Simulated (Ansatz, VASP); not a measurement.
## One calculation of Se, two programs

```
CELL_PARAMETERS angstrom
3.65153 0.00000 0.00000
-1.82577 3.16232 0.00000
0.00000 0.00000 11.59741
ATOMIC_POSITIONS crystal
Se 0.33333 0.66667 0.32810
Se 0.66667 0.33333 0.67190
Se 0.66667 0.33333 0.82810
Se 0.33333 0.66667 0.17190
```

Alike in both runs: task single point; functional PBE; k mesh 15 × 15 × 4; occupations gaussian, width 0.1 eV; no spin polarisation.

```csv
,VASP,Ansatz
version,VASP 6.6.1,Ansatz 0.2.0
potentials or method,"VASP PAW PBE potentials, release 64 (Se), cutoff 500 eV","scalar-relativistic, plane waves, PAW"
valence electrons in the cell,24,64
```

|  | VASP | Ansatz | Ansatz less VASP |
| --- | --- | --- | --- |
| gap on the k mesh at the Fermi level (eV) | none | none | - |
| pressure (GPa) | 25.1 | 24.0 | -1.12 |
| traceless stress, the component that is largest in VASP (GPa) | 57.66 | 55.45 | -2.219 |
| rms of the force components (eV/Å) | 11.029 | 10.585 | -0.4439 |

Atom by atom the forces differ by 0.444 eV/Å (rms over components). A gap of «none» marks a metal or a gap that the smearing closes. VASP's potentials hold 24 valence electrons a cell and Ansatz's 64, so a difference there can come from the potentials and not from the codes.
